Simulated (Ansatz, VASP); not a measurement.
# One calculation of MgSe, two programs

```
Mg Se
1.0
     0.00000    2.72550    2.72550
     2.72550    0.00000    2.72550
     2.72550    2.72550    0.00000
Mg Se
1 1
Cartesian
  0.0000 0.0000 0.0000
  2.7255 2.7255 2.7255
```

Alike in both runs: task single point; functional PBEsol; k mesh 7 × 7 × 7; occupations fermi-dirac, width 0.0272 eV; no spin polarisation.

|  | VASP | Ansatz |
| --- | --- | --- |
| version | VASP 6.6.1 | Ansatz 0.2.0 |
| potentials or method | VASP PAW PBE potentials, release 64 (Mg, Se) | PAW with Ansatz's default frozen-core files, scalar-relativistic |
| plane-wave cutoff (eV) | 600 | 420 |
| valence electrons in the cell | 8 | 26 |

|  | VASP | Ansatz | Ansatz less VASP |
| --- | --- | --- | --- |
| gap on the k mesh at the Fermi level (eV) | 1.97 | 1.98 | +0.013 |
| pressure (GPa) | -0.1 | 0.0 | +0.06 |

VASP's potentials were made for PBE, not for PBEsol. The functional is the same, so the differences come from potentials, cutoffs and numerics. VASP's potentials hold 8 valence electrons a cell and Ansatz's 26, so a difference there can come from the potentials and not from the codes.
